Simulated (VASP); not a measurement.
# SiC (Cm) in VASP: single point with PBE

Aim: the single point of SiC with PBE.

All numbers are computed with VASP 6.6.1; they aren't measurements. Logs are shortened: lines on timing, memory, paths and dates and some standing lists are left out, and cuts for length are marked.

## 1. The cell of the first run

It takes space group Cm (No. 8, monoclinic). The conventional cell has a = 5.321 Å, b = 3.282 Å, c = 3.119 Å, α = 90.00°, β = 124.19°, γ = 90.00°. Si (site symmetry m) has 4 C at 1.90 to 1.97 Å within 2.5 Å. C (site symmetry m) has 4 Si at 1.90 to 1.97 Å within 2.5 Å.

## 2. Single point, PBE

INCAR reads:

```
SYSTEM = SiC
  PREC = Accurate
  ENCUT = 520
  EDIFF = 1E-7
  ISMEAR = 0
  SIGMA = 0.02
  LREAL = .FALSE.
  LASPH = .TRUE.
  NELM = 80
  ALGO = Normal
  ISIF = 2
  LWAVE = .FALSE.
  LCHARG = .FALSE.
  GGA = PE
  NBANDS = 31
```

KPOINTS reads:

```
Automatic mesh
0
G
  5 4 11
  0 0 0
```

POSCAR reads:

```
SiC
1.0
    5.4699979893     -0.0000000188      0.0323679309
   -2.7349990229      8.2051406417     -0.0161744263
   -0.8973847426      1.6410309356      2.5045171289
Si C
5 5
Direct
    0.4497142245      0.6493154646      0.7534227579
    0.2497142245      0.2493154646      0.7534227579
    0.8497142245      0.4493154646      0.7534227579
    0.0497142245      0.8493154646      0.7534227579
    0.6497142245      0.0493154646      0.7534227579
    0.4002857755      0.8006845354     -0.0034227579
    0.2002857755      0.4006845354     -0.0034227579
    0.8002857755      0.6006845354     -0.0034227579
    0.0002857755      0.0006845354     -0.0034227579
    0.6002857755      0.2006845354     -0.0034227579
```

Potentials or basis: VASP PAW PBE potentials, release 64 (Si, C).

Run with:

```console
$ cat potpaw_PBE.64/Si/POTCAR potpaw_PBE.64/C/POTCAR > POTCAR
$ mpirun -np 1 vasp_std > vasp.out
```

OUTCAR:

```text
SYSTEM = SiC
   PREC = Accurate
   ENCUT = 520
   EDIFF = 1E-7
   ISMEAR = 0
   LREAL = .FALSE.
   LASPH = .TRUE.
   NELM = 80
   ISIF = 2
   GGA = PE

 ion  position               nearest neighbor table
   1  0.450  0.649  0.753-   6 1.90   8 1.93   7 1.97   6 1.97   4 3.12   3 3.12   2 3.13   5 3.13

   2  0.250  0.249  0.753-   7 1.90  10 1.93   9 1.97   7 1.97   5 3.12   3 3.12   1 3.13   4 3.13

   3  0.850  0.449  0.753-   8 1.90   7 1.93  10 1.97   8 1.97   1 3.12   2 3.12   5 3.13   4 3.13

   4  0.050  0.849  0.753-   9 1.90   6 1.93   8 1.97   9 1.97   1 3.12   5 3.12   3 3.13   2 3.13

   5  0.650  0.049  0.753-  10 1.90   9 1.93   6 1.97  10 1.97   2 3.12   4 3.12   3 3.13   1 3.13

   6  0.400  0.801  0.997-   1 1.90   4 1.93   5 1.97   1 1.97
   7  0.200  0.401  0.997-   2 1.90   3 1.93   1 1.97   2 1.97
   8  0.800  0.601  0.997-   3 1.90   1 1.93   4 1.97   3 1.97
   9  0.000  0.001  0.997-   4 1.90   5 1.93   2 1.97   4 1.97
  10  0.600  0.201  0.997-   5 1.90   2 1.93   3 1.97   5 1.97

  LATTYP: Found a triclinic cell.
 ALAT       =    11.6038211633
 B/A-ratio  =     1.5475449176
 C/A-ratio  =     0.6075124633
 COS(alpha) =     0.0043888063
 COS(beta)  =     0.7008473716
 COS(gamma) =     0.7122461334

  Lattice vectors:

 A1 = (  -8.2049969557,  -8.2051406041,  -0.0485614355)
 A2 = (  -9.9569216458,  -8.2051265678,  12.4901986353)
 A3 = (  -3.6752285041,  -3.2820618524,  -5.0414021887)

Analysis of symmetry for initial positions (statically):
=====================================================================
 Subroutine PRICEL returns following result:

  LATTYP: Found a base centered monoclinic cell.
 ALAT       =     5.3208630348
 B/A-ratio  =     0.6168278025
 C/A-ratio  =     0.5862611153
 COS(beta)  =    -0.5620060222

  Lattice vectors:

 A1 = (  -0.8973847313,  -1.6410253173,   2.5045133132)
 A2 = (  -0.8973847426,   1.6410309356,   2.5045171289)
 A3 = (  -1.8376142577,  -0.0000027997,  -2.5206991865)

   5 primitive cells build up your supercell.

 Routine SETGRP: Setting up the symmetry group for a
 triclinic supercell.

 Subroutine GETGRP returns: Found  1 space group operations
 (whereof  1 operations were pure point group operations)
 out of a pool of  2 trial point group operations.

The static configuration has the point symmetry C_1 .

Analysis of symmetry for dynamics (positions and initial velocities):
=====================================================================
 Subroutine PRICEL returns following result:

  LATTYP: Found a base centered monoclinic cell.
 ALAT       =     5.3208630348
 B/A-ratio  =     0.6168278025
 C/A-ratio  =     0.5862611153
 COS(beta)  =    -0.5620060222

  Lattice vectors:

 A1 = (  -0.8973847313,  -1.6410253173,   2.5045133132)
 A2 = (  -0.8973847426,   1.6410309356,   2.5045171289)
 A3 = (  -1.8376142577,  -0.0000027997,  -2.5206991865)

   5 primitive cells build up your supercell.

 Routine SETGRP: Setting up the symmetry group for a
 triclinic supercell.

 Subroutine GETGRP returns: Found  1 space group operations
 (whereof  1 operations were pure point group operations)
 out of a pool of  2 trial point group operations.

The dynamic configuration has the point symmetry C_1 .

 Subroutine INISYM returns: Found  1 space group operations
 (whereof  1 operations are pure point group operations),
 and found     5 'primitive' translations

----------------------------------------------------------------------------------------

                                     Primitive cell

  volume of cell :      22.5292

  direct lattice vectors                    reciprocal lattice vectors
    -0.897384731 -1.641025317  2.504513313    -0.183607475 -0.304687195  0.133851976
    -0.897384743  1.641030936  2.504517129    -0.183607469  0.304686882  0.133851294
    -1.837614258 -0.000002800 -2.520699187    -0.364857266  0.000000151 -0.130730825

  length of vectors
     3.125835950  3.125841960  3.119415097     0.380082021  0.380081528  0.387571121

  position of ions in fractional coordinates (direct lattice)
     0.251654846  0.251654927  0.749887016
     0.998345154  0.998345073  0.000112984

  ion indices of the primitive-cell ions
   primitive index   ion index
                 1           1
                 2           6

----------------------------------------------------------------------------------------

 KPOINTS: Automatic mesh

Automatic generation of k-mesh.
 Grid dimensions read from file:
 generate k-points for:    5    4   11

 Generating k-lattice:

  Cartesian coordinates                     Fractional coordinates (reciprocal lattice)
     0.036532880  0.012187476  0.005104387     0.200000000 -0.000000000 -0.000000000
     0.000117884  0.030468727 -0.019921739     0.000000000  0.250000000 -0.000000000
    -0.000214334 -0.000000042  0.036221281     0.000000000 -0.000000000  0.090909091

  Length of vectors
     0.038848947  0.036403748  0.036221916

  Shift w.r.t. Gamma in fractional coordinates (k-lattice)
     0.000000000  0.000000000  0.000000000

 Subroutine IBZKPT returns following result:
 ===========================================

 Found    111 irreducible k-points:

 Following reciprocal coordinates:
            Coordinates               Weight
  0.000000  0.000000  0.000000      1.000000
  0.200000 -0.000000  0.000000      2.000000
  0.400000 -0.000000  0.000000      2.000000
 -0.000000  0.250000  0.000000      2.000000
  0.200000  0.250000  0.000000      2.000000
  0.400000  0.250000  0.000000      2.000000
[... 16 lines left out ...]
  0.200000  0.500000  0.090909      2.000000
  0.400000  0.500000  0.090909      2.000000
 [... further k-points ...]
   k-points           NKPTS =    111   k-points in BZ     NKDIM =    111   number of bands    NBANDS=     31
   number of dos      NEDOS =    301   number of ions     NIONS =     10
   total plane-waves  NPLWV =  64512
   dimension x,y,z NGX =    42 NGY =   64 NGZ =   24
   dimension x,y,z NGXF=    84 NGYF=  128 NGZF=   48
   ions per type =               5   5
   NGX,Y,Z   is equivalent  to a cutoff of  12.76, 12.30, 12.76 a.u.
   NGXF,Y,Z  is equivalent  to a cutoff of  25.53, 24.60, 25.53 a.u.
 SYSTEM =  SiC
   PREC   = accura    normal or accurate (medium, high low for compatibility)
   ISTART =      0    job   : 0-new  1-cont  2-samecut
   ICHARG =      2    charge: 1-file 2-atom 10-const
   ISPIN  =      1    spin polarized calculation?
   LNONCOLLINEAR =      F non collinear calculations
   LSORBIT =      F    spin-orbit coupling
   LASPH  =      T    aspherical Exc in radial PAW
   ENCUT  =  520.0 eV  38.22 Ry    6.18 a.u.  10.17 16.08  5.81*2*pi/ulx,y,z
   NELM   =     80;   NELMIN=  2; NELMDL= -5     # of ELM steps
   EDIFF  = 0.1E-06   stopping-criterion for ELM
   LREAL  =      F    real-space projection
   EDIFFG = 0.1E-05   stopping-criterion for IOM
   NSW    =      0    number of steps for IOM
   IBRION =     -1    ionic relax: 0-MD 1-quasi-New 2-CG
   NFREE  =      0    steps in history (QN), initial steepest desc. (CG)
   ISIF   =      2    stress and relaxation
   ISYM   =      2    0-nonsym 1-usesym 2-fastsym
   POTIM  = 0.5000    time-step for ionic-motion
   TEBEG  =    0.0;   TEEND  =   0.0 temperature during run
   PSTRESS=    0.0 pullay stress
   NELECT =      40.0000    total number of electrons
   NUPDOWN=      -1.0000    fix difference up-down
   EMIN   =  10.00;   EMAX   =-10.00  energy-range for DOS
   EFERMI =   0.00;   METHOD = LEGACY
   ISMEAR =     0;   SIGMA  =   0.02  broadening in eV -4-tet -1-fermi 0-gaus
   EFERMI_NEDOS =   21; number of points for ismear=-14 and -15
   IALGO  =     38    algorithm
   IMIX   =      4    mixing-type and parameters
     AMIX     =   0.40;   BMIX     =  1.00
     AMIX_MAG =   1.60;   BMIX_MAG =  1.00
  volume/ion in A,a.u.               =      11.26        76.02
  Fermi-wavevector in a.u.,A,eV,Ry     =   1.159282  2.190726 18.285357  1.343936
  Thomas-Fermi vector in A             =   2.295877
   LORBIT       =      0    0 simple, 1 ext, 2 COOP (PROOUT), +10 PAW based schemes
   GGA     = PE    functional components
   LHFCALC =     F    Hartree Fock is set to
   AEXX    =    0.0000 exact exchange contribution
   IVDW    =     0    specifies the selected vdW correction
   LEPSILON=     F    determine dielectric tensor
   LRPA    =     F    only Hartree local field effects (RPA)
 non-spin polarized calculation
 Gauss-broadening in eV      SIGMA  =   0.02
  energy-cutoff  :      520.00
  volume of cell :      112.65
 maximum number of plane-waves:      3051
 NGX is ok and might be reduce to    42
   NGX = 21   NGY = 33   NGZ = 11

 number of electron      40.0000000 magnetization

 Free energy of the ion-electron system (eV)
  ---------------------------------------------------
  ext. energy  EPLUGINS =         0.00000000
  ---------------------------------------------------
  free energy    TOTEN  =       -74.68532399 eV

  energy without entropy =      -74.68532399  energy(sigma->0) =      -74.68532399

 E-fermi :   7.5393     XC(G=0): -10.9900

 val. band max:        7.3966387274   @ k =   0.0000   0.0000   0.0000
 cond. band min:       8.4572805147   @ k =   0.0000   0.5000   0.4545
 fundamental gap:      1.0606417873
 Fermi energy:         7.5392691103

 k-point     1 :       0.0000    0.0000    0.0000
  band No.  band energies     occupation
      1      -7.5734      2.00000
      2      -5.1427      2.00000
      3      -5.1427      2.00000
      4      -3.8805      2.00000
      5      -3.8805      2.00000
      6      -0.2572      2.00000
[... 23 lines left out ...]
     30      14.3064      0.00000
     31      14.3064      0.00000

 k-point     2 :       0.2000   -0.0000    0.0000
  band No.  band energies     occupation
      1      -7.3893      2.00000
      2      -5.1719      2.00000
      3      -4.8730      2.00000
      4      -4.8668      2.00000
      5      -3.7952      2.00000
      6       0.0351      2.00000
[... 740 lines left out ...]
 k-point    24 :       0.4000    0.5000    0.0909
  band No.  band energies     occupation
      1      -6.0826      2.00000
      2      -6.0455      2.00000
      3      -5.8950      2.00000
      4      -4.8349      2.00000
      5      -3.1539      2.00000
      6      -0.1181      2.00000
[... 23 lines left out ...]
     30      14.5628      0.00000
     31      14.8983      0.00000

 [... further k-points ...]
[... 5 lines left out ...]
  --------------------------------------------------------------------------------------
  -------------------------------------------------------------------------------------
  Total       -9.1182050    -17.5903371      0.0202879      0.0000071      0.0002274     -0.0479413
  in kB     -129.6890276   -250.1889045      0.2885566      0.0001008      0.0032350     -0.6818729
  external PRESSURE =    -126.5297918 kB  Pullay stress =       0.0000000 kB

 VOLUME and BASIS-vectors are now :
 -----------------------------------------------------------------------------
  energy-cutoff  :      520.00
  volume of cell :      112.65
      direct lattice vectors                 reciprocal lattice vectors
     5.469997989 -0.000000019  0.032367931     0.182664401  0.060937379  0.025521935
    -2.734999023  8.205140642 -0.016174426     0.000471537  0.121874908 -0.079686955
    -0.897384743  1.641030936  2.504517129    -0.002357677 -0.000000463  0.398434096

 POSITION                                       TOTAL-FORCE (eV/Angst)
 -----------------------------------------------------------------------------------
      0.00795      6.56411      1.89101         0.000296      0.000008     -0.000137
      0.00795      3.28206      1.89101         0.000296      0.000008     -0.000137
      2.74295      4.92309      1.90720         0.000296      0.000008     -0.000137
     -2.72705      8.20514      1.87483         0.000296      0.000008     -0.000137
      2.74295      1.64103      1.90719         0.000296      0.000008     -0.000137
     -0.89462      8.20514      2.49595        -0.000296     -0.000008      0.000137
     -0.89462      4.92309      2.49595        -0.000296     -0.000008      0.000137
      1.84038      6.56412      2.51213        -0.000296     -0.000008      0.000137
     -0.89462      1.64103      2.49594        -0.000296     -0.000008      0.000137
      1.84038      3.28206      2.51213        -0.000296     -0.000008      0.000137
 -----------------------------------------------------------------------------------
    total drift:                               -0.000455      0.000005     -0.000054

  FREE ENERGIE OF THE ION-ELECTRON SYSTEM (eV)
  ---------------------------------------------------
  free  energy   TOTEN  =       -74.6853239879 eV

  energy  without entropy=      -74.6853239879  energy(sigma->0) =      -74.68532399
```

It took 6.1 min on 1 thread of Intel Xeon 6975P-C (Granite Rapids), shared host; peak memory 0.41 GiB.

Results:

```
Free energy            : -74.6853 eV
Pressure               : -12.7 GPa
Band gap on the k mesh : 1.06 eV
```

Stress tensor (GPa, compression positive):
```
-12.97   0.00  -0.07
  0.00 -25.02   0.00
 -0.07   0.00   0.03
```
